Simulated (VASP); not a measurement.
# Cs (Fd-3m) in VASP: single point with PBEsol

Aim: the single point of Cs with PBEsol.

Everything below comes from runs of VASP 6.6.1. Logs are shortened: lines on timing, memory, paths and dates and some standing lists are left out, and cuts for length are marked.

## Step 1: The cell of the first run

The structure is cubic, space group Fd-3m (No. 227). The conventional cell has a = 10.401 Å, b = 10.401 Å, c = 10.401 Å, α = 90.00°, β = 90.00°, γ = 90.00°.

## Step 2: Single point, PBEsol

File INCAR:

```
SYSTEM = Cs
PREC = Accurate
ENCUT = 520
EDIFF = 1E-7
ISMEAR = 0
SIGMA = 0.1
LREAL = .False.
LASPH = .True.
NELM = 80
ALGO = Normal
ISIF = 2
LWAVE = .False.
LCHARG = .False.
GGA = PS
NBANDS = 16
```

File KPOINTS:

```
Automatic mesh
0
Gamma
  4 4 4
  0 0 0
```

File POSCAR:

```
Cs
1.0
    0.0000000000      5.2004022391      5.2004022391
    5.2004022391      0.0000000000      5.2004022391
    5.2004022391      5.2004022391      0.0000000000
Cs
2
Direct
    0.5000000000      0.5000000000      0.5000000000
    0.7500000000      0.7500000000      0.7500000000
```

Potentials or basis: VASP PAW PBE potentials, release 64 (Cs_sv).

Command:

```bash
$ cat potpaw_PBE.64/Cs_sv/POTCAR > POTCAR
$ mpirun -np 1 vasp_std > vasp.out
```

OUTCAR:

```text
SYSTEM = Cs
   PREC = Accurate
   ENCUT = 520
   EDIFF = 1E-7
   ISMEAR = 0
   LREAL = .False.
   LASPH = .True.
   NELM = 80
   ISIF = 2
   GGA = PS

 ion  position               nearest neighbor table
   1  0.500  0.500  0.500-
   2  0.750  0.750  0.750-

  LATTYP: Found a face centered cubic cell.
 ALAT       =    10.4008044782

  Lattice vectors:

 A1 = (   0.0000000000,   5.2004022391,   5.2004022391)
 A2 = (   5.2004022391,   0.0000000000,   5.2004022391)
 A3 = (   5.2004022391,   5.2004022391,   0.0000000000)

Analysis of symmetry for initial positions (statically):
=====================================================================
 Subroutine PRICEL returns:
 Original cell was already a primitive cell.

 Routine SETGRP: Setting up the symmetry group for a
 face centered cubic supercell.

 Subroutine GETGRP returns: Found 48 space group operations
 (whereof 24 operations were pure point group operations)
 out of a pool of 48 trial point group operations.

The static configuration has the point symmetry T_d .
 The point group associated with its full space group is O_h .

Analysis of symmetry for dynamics (positions and initial velocities):
=====================================================================
 Subroutine PRICEL returns:
 Original cell was already a primitive cell.

 Routine SETGRP: Setting up the symmetry group for a
 face centered cubic supercell.

 Subroutine GETGRP returns: Found 48 space group operations
 (whereof 24 operations were pure point group operations)
 out of a pool of 48 trial point group operations.

The dynamic configuration has the point symmetry T_d .
 The point group associated with its full space group is O_h .

 Subroutine INISYM returns: Found 48 space group operations
 (whereof 24 operations are pure point group operations),
 and found     1 'primitive' translations

----------------------------------------------------------------------------------------

                                     Primitive cell

  volume of cell :     281.2813

  direct lattice vectors                    reciprocal lattice vectors
     0.000000000  5.200402239  5.200402239    -0.096146409  0.096146409  0.096146409
     5.200402239  0.000000000  5.200402239     0.096146409 -0.096146409  0.096146409
     5.200402239  5.200402239  0.000000000     0.096146409  0.096146409 -0.096146409

  length of vectors
     7.354479376  7.354479376  7.354479376     0.166530465  0.166530465  0.166530465

  position of ions in fractional coordinates (direct lattice)
     0.500000000  0.500000000  0.500000000
     0.750000000  0.750000000  0.750000000

  ion indices of the primitive-cell ions
   primitive index   ion index
                 1           1
                 2           2

----------------------------------------------------------------------------------------

 KPOINTS: Automatic mesh

Automatic generation of k-mesh.
 Grid dimensions read from file:
 generate k-points for:    4    4    4

 Generating k-lattice:

  Cartesian coordinates                     Fractional coordinates (reciprocal lattice)
    -0.024036602  0.024036602  0.024036602     0.250000000  0.000000000  0.000000000
     0.024036602 -0.024036602  0.024036602     0.000000000  0.250000000  0.000000000
     0.024036602  0.024036602 -0.024036602     0.000000000  0.000000000  0.250000000

  Length of vectors
     0.041632616  0.041632616  0.041632616

  Shift w.r.t. Gamma in fractional coordinates (k-lattice)
     0.000000000  0.000000000  0.000000000

 Subroutine IBZKPT returns following result:
 ===========================================

 Found      8 irreducible k-points:

 Following reciprocal coordinates:
            Coordinates               Weight
  0.000000  0.000000  0.000000      1.000000
  0.250000  0.000000  0.000000      8.000000
  0.500000  0.000000  0.000000      4.000000
  0.250000  0.250000  0.000000      6.000000
  0.500000  0.250000  0.000000     24.000000
 -0.250000  0.250000  0.000000     12.000000
  0.500000  0.500000  0.000000      3.000000
 -0.250000  0.500000  0.250000      6.000000
   k-points           NKPTS =      8   k-points in BZ     NKDIM =      8   number of bands    NBANDS=     16
   number of dos      NEDOS =    301   number of ions     NIONS =      2
   total plane-waves  NPLWV = 175616
   dimension x,y,z NGX =    56 NGY =   56 NGZ =   56
   dimension x,y,z NGXF=   112 NGYF=  112 NGZF=  112
   ions per type =               2
   NGX,Y,Z   is equivalent  to a cutoff of  12.66, 12.66, 12.66 a.u.
   NGXF,Y,Z  is equivalent  to a cutoff of  25.32, 25.32, 25.32 a.u.
 SYSTEM =  Cs
   PREC   = accura    normal or accurate (medium, high low for compatibility)
   ISTART =      0    job   : 0-new  1-cont  2-samecut
   ICHARG =      2    charge: 1-file 2-atom 10-const
   ISPIN  =      1    spin polarized calculation?
   LNONCOLLINEAR =      F non collinear calculations
   LSORBIT =      F    spin-orbit coupling
   LASPH  =      T    aspherical Exc in radial PAW
   ENCUT  =  520.0 eV  38.22 Ry    6.18 a.u.  13.67 13.67 13.67*2*pi/ulx,y,z
   NELM   =     80;   NELMIN=  2; NELMDL= -5     # of ELM steps
   EDIFF  = 0.1E-06   stopping-criterion for ELM
   LREAL  =      F    real-space projection
   EDIFFG = 0.1E-05   stopping-criterion for IOM
   NSW    =      0    number of steps for IOM
   IBRION =     -1    ionic relax: 0-MD 1-quasi-New 2-CG
   NFREE  =      0    steps in history (QN), initial steepest desc. (CG)
   ISIF   =      2    stress and relaxation
   ISYM   =      2    0-nonsym 1-usesym 2-fastsym
   POTIM  = 0.5000    time-step for ionic-motion
   TEBEG  =    0.0;   TEEND  =   0.0 temperature during run
   PSTRESS=    0.0 pullay stress
   NELECT =      18.0000    total number of electrons
   NUPDOWN=      -1.0000    fix difference up-down
   EMIN   =  10.00;   EMAX   =-10.00  energy-range for DOS
   EFERMI =   0.00;   METHOD = LEGACY
   ISMEAR =     0;   SIGMA  =   0.10  broadening in eV -4-tet -1-fermi 0-gaus
   EFERMI_NEDOS =   21; number of points for ismear=-14 and -15
   IALGO  =     38    algorithm
   IMIX   =      4    mixing-type and parameters
     AMIX     =   0.40;   BMIX     =  1.00
     AMIX_MAG =   1.60;   BMIX_MAG =  1.00
  volume/ion in A,a.u.               =     140.64       949.09
  Fermi-wavevector in a.u.,A,eV,Ry     =   0.654815  1.237421  5.833946  0.428783
  Thomas-Fermi vector in A             =   1.725493
   LORBIT       =      0    0 simple, 1 ext, 2 COOP (PROOUT), +10 PAW based schemes
   GGA     = PS    functional components
   LHFCALC =     F    Hartree Fock is set to
   AEXX    =    0.0000 exact exchange contribution
   IVDW    =     0    specifies the selected vdW correction
   LEPSILON=     F    determine dielectric tensor
   LRPA    =     F    only Hartree local field effects (RPA)
 non-spin polarized calculation
 Gauss-broadening in eV      SIGMA  =   0.10
  energy-cutoff  :      520.00
  volume of cell :      281.28
 maximum number of plane-waves:      7631
 NGX is ok and might be reduce to    56
   NGX = 27   NGY = 27   NGZ = 27

 number of electron      17.9999997 magnetization

 Free energy of the ion-electron system (eV)
  ---------------------------------------------------
  ext. energy  EPLUGINS =         0.00000000
  ---------------------------------------------------
  free energy    TOTEN  =        -1.30519288 eV

  energy without entropy =       -1.29604354  energy(sigma->0) =       -1.30061821

 E-fermi :   0.1332     XC(G=0):  -4.9358

 val. band max:        0.0851146419   @ k =   0.5000   0.5000   0.0000
 cond. band min:       0.2737531781   @ k =   0.5000   0.2500   0.0000
 fundamental gap:      0.1886385362
 Fermi energy:         0.1331674508

 k-point     1 :       0.0000    0.0000    0.0000
  band No.  band energies     occupation
      1     -24.3614      2.00000
      2     -24.3120      2.00000
      3     -11.2268      2.00000
      4     -11.2268      2.00000
      5     -11.2268      2.00000
      6     -11.0218      2.00000
      7     -11.0218      2.00000
      8     -11.0218      2.00000
      9      -1.5205      2.00000
     10       1.2780      0.00000
     11       1.2780      0.00000
     12       1.4480      0.00000
     13       1.4480      0.00000
     14       1.4480      0.00000
     15       1.9339      0.00000
     16       1.9339      0.00000

 k-point     2 :       0.2500    0.0000    0.0000
  band No.  band energies     occupation
      1     -24.3563      2.00000
      2     -24.3172      2.00000
      3     -11.2387      2.00000
      4     -11.2387      2.00000
      5     -11.2257      2.00000
      6     -11.0257      2.00000
      7     -11.0095      2.00000
      8     -11.0095      2.00000
      9      -1.1932      2.00000
     10       0.9221      0.00000
     11       1.1069      0.00000
     12       1.1069      0.00000
     13       1.4445      0.00000
     14       1.7295      0.00000
     15       1.7295      0.00000
     16       1.9977      0.00000

 k-point     3 :       0.5000    0.0000    0.0000
  band No.  band energies     occupation
      1     -24.3491      2.00000
      2     -24.3244      2.00000
      3     -11.2495      2.00000
      4     -11.2495      2.00000
      5     -11.2251      2.00000
      6     -11.0291      2.00000
      7     -10.9983      2.00000
      8     -10.9983      2.00000
      9      -0.5462      2.00000
     10       0.0222      1.88341
     11       1.0692      0.00000
     12       1.0692      0.00000
     13       1.3886      0.00000
     14       1.6982      0.00000
     15       1.6982      0.00000
     16       2.3518      0.00000

 k-point     4 :       0.2500    0.2500    0.0000
  band No.  band energies     occupation
      1     -24.3542      2.00000
      2     -24.3193      2.00000
      3     -11.2518      2.00000
      4     -11.2518      2.00000
      5     -11.1985      2.00000
      6     -11.0542      2.00000
      7     -10.9961      2.00000
      8     -10.9961      2.00000
      9      -1.0760      2.00000
     10       0.6951      0.00000
     11       1.1256      0.00000
     12       1.4408      0.00000
     13       1.5622      0.00000
     14       1.6132      0.00000
     15       1.6132      0.00000
     16       1.8551      0.00000

 k-point     5 :       0.5000    0.2500    0.0000
  band No.  band energies     occupation
      1     -24.3455      2.00000
      2     -24.3280      2.00000
      3     -11.2706      2.00000
      4     -11.2615      2.00000
      5     -11.1765      2.00000
      6     -11.0776      2.00000
      7     -10.9860      2.00000
      8     -10.9784      2.00000
      9      -0.4104      2.00000
     10       0.2738      0.04679
     11       0.6695      0.00000
     12       1.0036      0.00000
     13       1.3216      0.00000
     14       1.7937      0.00000
     15       1.8081      0.00000
     16       2.1246      0.00000

 k-point     6 :      -0.2500    0.2500    0.0000
  band No.  band energies     occupation
      1     -24.3491      2.00000
      2     -24.3244      2.00000
      3     -11.2682      2.00000
      4     -11.2496      2.00000
      5     -11.1952      2.00000
      6     -11.0576      2.00000
      7     -10.9982      2.00000
      8     -10.9810      2.00000
      9      -0.6924      2.00000
     10       0.6083      0.00000
     11       0.6293      0.00000
     12       1.0529      0.00000
     13       1.2663      0.00000
     14       1.7786      0.00000
     15       1.9111      0.00000
     16       2.0224      0.00000

 k-point     7 :       0.5000    0.5000    0.0000
  band No.  band energies     occupation
      1     -24.3368      2.00000
      2     -24.3368      2.00000
      3     -11.2726      2.00000
      4     -11.2726      2.00000
      5     -11.1284      2.00000
      6     -11.1284      2.00000
      7     -10.9747      2.00000
      8     -10.9747      2.00000
      9       0.0851      1.50322
     10       0.0851      1.50322
     11       0.5938      0.00000
     12       0.5938      0.00000
     13       1.7628      0.00000
     14       1.7628      0.00000
     15       1.8671      0.00000
     16       1.8671      0.00000

 k-point     8 :      -0.2500    0.5000    0.2500
  band No.  band energies     occupation
      1     -24.3368      2.00000
      2     -24.3368      2.00000
      3     -11.2733      2.00000
      4     -11.2733      2.00000
      5     -11.1271      2.00000
      6     -11.1271      2.00000
      7     -10.9752      2.00000
      8     -10.9752      2.00000
      9       0.2989      0.01907
     10       0.2989      0.01907
     11       0.3209      0.00794
     12       0.3209      0.00794
     13       1.6486      0.00000
     14       1.6486      0.00000
     15       1.8855      0.00000
     16       1.8855      0.00000

------------------------ aborting loop because EDIFF is reached ----------------------------------------

  FORCE on cell =-STRESS in cart. coord.  units (eV):
  Direction    XX          YY          ZZ          XY          YZ          ZX
  --------------------------------------------------------------------------------------
  -------------------------------------------------------------------------------------
  Total        0.2696041      0.2696041      0.2696041     -0.0000000     -0.0000000     -0.0000000
  in kB        1.5356642      1.5356642      1.5356642     -0.0000000     -0.0000000     -0.0000000
  external PRESSURE =       1.5356642 kB  Pullay stress =       0.0000000 kB

 VOLUME and BASIS-vectors are now :
 -----------------------------------------------------------------------------
  energy-cutoff  :      520.00
  volume of cell :      281.28
      direct lattice vectors                 reciprocal lattice vectors
     0.000000000  5.200402239  5.200402239    -0.096146409  0.096146409  0.096146409
     5.200402239  0.000000000  5.200402239     0.096146409 -0.096146409  0.096146409
     5.200402239  5.200402239  0.000000000     0.096146409  0.096146409 -0.096146409

 POSITION                                       TOTAL-FORCE (eV/Angst)
 -----------------------------------------------------------------------------------
      5.20040      5.20040      5.20040         0.000000      0.000000      0.000000
      7.80060      7.80060      7.80060        -0.000000     -0.000000     -0.000000
 -----------------------------------------------------------------------------------
    total drift:                               -0.000000      0.000000      0.000000

  FREE ENERGIE OF THE ION-ELECTRON SYSTEM (eV)
  ---------------------------------------------------
  free  energy   TOTEN  =        -1.3051928760 eV

  energy  without entropy=       -1.2960435449  energy(sigma->0) =       -1.30061821
```

Run time: 38 s. Hardware: 1 thread of Intel Xeon Platinum 8259CL at 2.50GHz (Skylake/Cascade Lake), shared host; peak memory 0.4 GiB.

Results:

| Item | Value |
| --- | --- |
| Free energy | -1.3052 eV |
| Pressure | 0.2 GPa |
| Band gap on the k mesh | zero (band 9 reaches 0.30 eV, above the bottom of band 10 at 0.02 eV) |

Levels at points of the mesh, in eV from the Fermi level:
```
           k point  band 6  band 7  band 8  band 9  band 10  band 11  band 12  band 13
(0.00, 0.00, 0.00)  -11.15  -11.15  -11.15   -1.65     1.14     1.14     1.31     1.31
(0.50, 0.00, 0.00)  -11.16  -11.13  -11.13   -0.68    -0.11     0.94     0.94     1.26
(0.50, 0.50, 0.00)  -11.26  -11.11  -11.11   -0.05    -0.05     0.46     0.46     1.63
```

Caveat: the PAW data sets were made with another functional, which shifts forces and pressure a little; spin-orbit coupling is left out, which moves the levels of the heavy elements.
